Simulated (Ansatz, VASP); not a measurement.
## MgS in VASP and in Ansatz

```xyz
2
Lattice="0.0000 2.6103 2.6103 2.6103 0.0000 2.6103 2.6103 2.6103 0.0000" Properties=species:S:1:pos:R:3 pbc="T T T"
Mg    0.0000    0.0000    0.0000
S     2.6103    2.6103    2.6103
```

Change from the starting cell: volume scaled by 1.01.

Alike in both runs: task single point; functional PBE; k mesh 8 × 8 × 8; occupations fermi-dirac, width 0.01 eV; no spin polarisation.

```csv
,VASP,Ansatz
version,VASP 6.6.1,Ansatz 0.2.0
potentials or method,"VASP PAW PBE potentials, release 64 (Mg, S), cutoff 520 eV","all-electron LAPW, scalar-relativistic"
```

```tsv
	VASP	Ansatz	Ansatz less VASP
gap on the k mesh at the Fermi level (eV)	2.75	2.77	+0.012
pressure (GPa)	0.1	0.4	+0.29
```

Ansatz ran all-electron here, and VASP with PAW potentials.
